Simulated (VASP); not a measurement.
# LiBr in VASP: further runs, part 2 of 2

VASP 6.6.1.

## 3. Single point, PBE (volume scaled by 0.96)

The input, INCAR:

```
ALGO = Normal
EDIFF = 1E-6
ENCUT = 750
GGA = PE
GGA_COMPAT = False
ISIF = 2
ISMEAR = -1
LASPH = True
LCHARG = True
LELF = True
LREAL = False
LVHAR = True
LWAVE = False
NBANDS = 12
NELM = 120
PREC = Accurate
SIGMA = 0.03
```

The input, KPOINTS:

```
k-points
0
Gamma
  8 8 8
```

The input, POSCAR:

```
LiBr
1.0
    0.0000000000      2.7074076152      2.7074076152
    2.7074076152      0.0000000000      2.7074076152
    2.7074076152      2.7074076152      0.0000000000
Li Br
1 1
Direct
    0.0000000000      0.0000000000      0.0000000000
    0.5000000000      0.5000000000      0.5000000000
```

Potentials or basis: VASP PAW PBE potentials, release 64 (Li_sv, Br).

The run is started by

```sh
$ cat potpaw_PBE.64/Li_sv/POTCAR potpaw_PBE.64/Br/POTCAR > POTCAR
$ mpirun -np 1 vasp_std > vasp.out
```

OUTCAR:

```text
EDIFF = 1E-6
   ENCUT = 750
   GGA = PE
   ISIF = 2
   ISMEAR = -1
   LASPH = True
   LREAL = False
   NELM = 120
   PREC = Accurate

 ion  position               nearest neighbor table
   1  0.000  0.000  0.000-
   2  0.500  0.500  0.500-

  LATTYP: Found a face centered cubic cell.
 ALAT       =     5.4148152304

  Lattice vectors:

 A1 = (   0.0000000000,   2.7074076152,   2.7074076152)
 A2 = (   2.7074076152,   0.0000000000,   2.7074076152)
 A3 = (   2.7074076152,   2.7074076152,   0.0000000000)
[... 534 lines left out ...]
      6       7.7842      0.00000
      7       8.5991      0.00000
      8       9.9722      0.00000
      9      11.6186      0.00000
     10      14.4077      0.00000
     11      14.8847      0.00000
     12      17.5119      0.00000

 [... further k-points ...]
[... 5 lines left out ...]
  --------------------------------------------------------------------------------------
  -------------------------------------------------------------------------------------
  Total        0.3635211      0.3635211      0.3635211      0.0000000      0.0000000      0.0000000
  in kB       14.6740256     14.6740256     14.6740256      0.0000000      0.0000000      0.0000000
  external PRESSURE =      14.6740256 kB  Pullay stress =       0.0000000 kB

 VOLUME and BASIS-vectors are now :
 -----------------------------------------------------------------------------
  energy-cutoff  :      750.00
  volume of cell :       39.69
      direct lattice vectors                 reciprocal lattice vectors
     0.000000000  2.707407615  2.707407615    -0.184678508  0.184678508  0.184678508
     2.707407615  0.000000000  2.707407615     0.184678508 -0.184678508  0.184678508
     2.707407615  2.707407615  0.000000000     0.184678508  0.184678508 -0.184678508

 POSITION                                       TOTAL-FORCE (eV/Angst)
 -----------------------------------------------------------------------------------
      0.00000      0.00000      0.00000        -0.000000      0.000000     -0.000000
      2.70741      2.70741      2.70741         0.000000     -0.000000      0.000000
 -----------------------------------------------------------------------------------
    total drift:                                0.000000      0.000000      0.000000

  FREE ENERGIE OF THE ION-ELECTRON SYSTEM (eV)
  ---------------------------------------------------
  free  energy   TOTEN  =        -6.6319896576 eV

  energy  without entropy=       -6.6319896575  energy(sigma->0) =       -6.63198966
```

OSZICAR:

```text
N       E                     dE             d eps       ncg     rms          rms(c)
DAV:   1     0.478151425930E+02    0.47815E+02   -0.48442E+03   696   0.976E+02
DAV:   2    -0.365385595698E+01   -0.51469E+02   -0.49216E+02   872   0.151E+02
DAV:   3    -0.658018865079E+01   -0.29263E+01   -0.29171E+01   908   0.377E+01
DAV:   4    -0.665652188541E+01   -0.76333E-01   -0.76286E-01   968   0.569E+00
DAV:   5    -0.665713369891E+01   -0.61181E-03   -0.61181E-03   892   0.520E-01    0.202E+00
DAV:   6    -0.662753322830E+01    0.29600E-01   -0.56002E-02   864   0.111E+00    0.124E+00
DAV:   7    -0.662985257761E+01   -0.23193E-02   -0.36275E-02   972   0.103E+00    0.435E-01
DAV:   8    -0.663196645102E+01   -0.21139E-02   -0.38887E-03   824   0.417E-01    0.656E-02
DAV:   9    -0.663195795245E+01    0.84986E-05   -0.87677E-05   816   0.683E-02    0.227E-02
DAV:  10    -0.663198861950E+01   -0.30667E-04   -0.46332E-05   820   0.458E-02    0.118E-02
DAV:  11    -0.663198978567E+01   -0.11662E-05   -0.39840E-06   892   0.117E-02    0.470E-03
DAV:  12    -0.663198965756E+01    0.12811E-06   -0.22747E-07   532   0.345E-03
   1 F= -.66319897E+01 E0= -.66319897E+01  d E =-.178620E-10
```

stdout:

```text
POSCAR found type information on POSCAR LiBr
 POSCAR found :  2 types and       2 ions
 scaLAPACK will be used
 LDA part: xc-table for (Slater+PW92), standard interpolation
 POSCAR, INCAR and KPOINTS ok, starting setup
 FFT: planning ... GRIDC
 FFT: planning ... GRID_SOFT
 FFT: planning ... GRID
 WAVECAR not read
 entering main loop
```

It took 17 s on 1 thread of Intel Xeon Platinum 8259CL at 2.50GHz (Skylake/Cascade Lake), shared host; peak memory 0.2 GiB.

What came out:

* Free energy: -6.6320 eV
* Pressure: 1.5 GPa
* Band gap on the k mesh: 5.16 eV, direct

 A k mesh can miss the band edges.

## 4. Single point, PBE (volume scaled by 0.98)

The input, INCAR:

```
SYSTEM = LiBr
PREC = Accurate
ENCUT = 750
EDIFF = 1E-6
ISMEAR = -1
SIGMA = 0.03
LREAL = .False.
LASPH = .True.
NELM = 120
ALGO = Normal
ISIF = 2
LWAVE = .False.
LCHARG = .False.
GGA = PE
NBANDS = 12
GGA_COMPAT = .False.
```

The input, KPOINTS:

```
regular mesh
0
Gamma
  8 8 8
  0 0 0
```

The input, POSCAR:

```
LiBr
1.0
    0.0000000000      2.7260799819      2.7260799819
    2.7260799819      0.0000000000      2.7260799819
    2.7260799819      2.7260799819      0.0000000000
Li Br
1 1
Direct
    0.0000000000      0.0000000000      0.0000000000
    0.5000000000      0.5000000000      0.5000000000
```

The run is started by

```sh
$ cat potpaw_PBE.64/Li_sv/POTCAR potpaw_PBE.64/Br/POTCAR > POTCAR
$ mpirun -np 1 vasp_std > vasp.out
```

It took 16 s on 1 thread of Intel Xeon Platinum 8259CL at 2.50GHz (Skylake/Cascade Lake), shared host; peak memory 0.21 GiB.

Results (log left out):

| Property | Result |
| --- | --- |
| Free energy | -6.6381 eV |
| Pressure | 0.8 GPa |
| Band gap on the k mesh | 5.06 eV, direct |

Levels at points of the mesh, in eV from the valence-band top:
| k point | band 2 | band 3 | band 4 | band 5 | band 6 | band 7 | band 8 | band 9 |
| --- | --- | --- | --- | --- | --- | --- | --- | --- |
| (0.00, 0.00, 0.00) | -13.53 | 0.00 | 0.00 | 0.00 | 5.06 | 10.52 | 10.52 | 10.52 |
| (0.50, 0.00, 0.00) | -13.02 | -2.99 | -0.27 | -0.27 | 5.64 | 8.11 | 8.11 | 12.03 |
| (0.50, 0.50, 0.00) | -12.81 | -3.00 | -1.19 | -1.19 | 6.29 | 7.07 | 11.85 | 12.62 |

## 5. Single point, PBE (volume scaled by 1.02)

The input, INCAR:

```
SYSTEM = LiBr
PREC     = Accurate       ! precision mode
ENCUT    = 750            ! plane-wave cutoff, eV
EDIFF    = 1E-6           ! SCF threshold, eV
ISMEAR   = -1             ! smearing method
SIGMA    = 0.03           ! smearing width, eV
LREAL    = .FALSE.        ! projectors in reciprocal space
LASPH    = .TRUE.         ! aspherical terms in the spheres
NELM     = 120            ! most SCF steps
ALGO     = Normal         ! electronic algorithm
ISIF     = 2              ! what is computed and relaxed
LWAVE    = .FALSE.        ! write WAVECAR
LCHARG   = .TRUE.         ! write CHGCAR
GGA      = PE             ! functional
LELF     = .TRUE.         ! ELF
LVHAR    = .TRUE.       
NBANDS   = 12             ! bands
GGA_COMPAT= .FALSE.
```

The input, KPOINTS:

```
Automatic mesh
0
G
  8 8 8
  0 0 0
```

The input, POSCAR:

```
LiBr
1.0
    0.0000000000      2.7626760264      2.7626760264
    2.7626760264      0.0000000000      2.7626760264
    2.7626760264      2.7626760264      0.0000000000
Li Br
1 1
Direct
    0.0000000000      0.0000000000      0.0000000000
    0.5000000000      0.5000000000      0.5000000000
```

The run is started by

```sh
$ cat potpaw_PBE.64/Li_sv/POTCAR potpaw_PBE.64/Br/POTCAR > POTCAR
$ mpirun -np 1 vasp_std > vasp.out
```

Run time: 18 s. Hardware: 1 thread of Intel Xeon Platinum 8259CL at 2.50GHz (Skylake/Cascade Lake), shared host; peak memory 0.21 GiB.

The run converged. Its results:

* Free energy: -6.6413 eV
* Pressure: -0.2 GPa
* Band gap on the k mesh: 4.89 eV, direct

Levels at points of the mesh, in eV from the valence-band top:
| k point | band 1 | band 2 | band 3 | band 4 | band 5 | band 6 | band 7 | band 8 | band 9 | band 10 |
| --- | --- | --- | --- | --- | --- | --- | --- | --- | --- | --- |
| (0.00, 0.00, 0.00) | -44.42 | -13.39 | 0.00 | 0.00 | 0.00 | 4.89 | 10.49 | 10.49 | 10.49 | 12.18 |
| (0.50, 0.00, 0.00) | -44.42 | -12.93 | -2.82 | -0.26 | -0.26 | 5.62 | 8.10 | 8.10 | 11.62 | 13.98 |
| (0.50, 0.50, 0.00) | -44.42 | -12.75 | -2.82 | -1.11 | -1.11 | 6.23 | 7.14 | 11.52 | 12.35 | 12.35 |

## 6. Summary

```csv
cell,gap on the mesh (eV),pressure (GPa)
"a = 3.881, b = 3.881, c = 3.852 Å, angles 60.2, 60.2, 60.5°, 2 atoms",4.92,0.3
"a = 3.829 Å, angles 60.0°, 2 atoms",5.16,1.5
"a = 3.855 Å, angles 60.0°, 2 atoms",5.06,0.8
"a = 3.907 Å, angles 60.0°, 2 atoms",4.89,-0.2
```

Alike in all rows: task single point; level PBE; potentials or basis VASP PAW PBE potentials, release 64 (Li_sv, Br); no spin polarisation; k mesh 8 × 8 × 8; cutoff (eV) 750; smearing fermi-dirac 0.03 eV.

Total energies depend on the potentials used, so only differences within one code and one set of settings carry meaning.
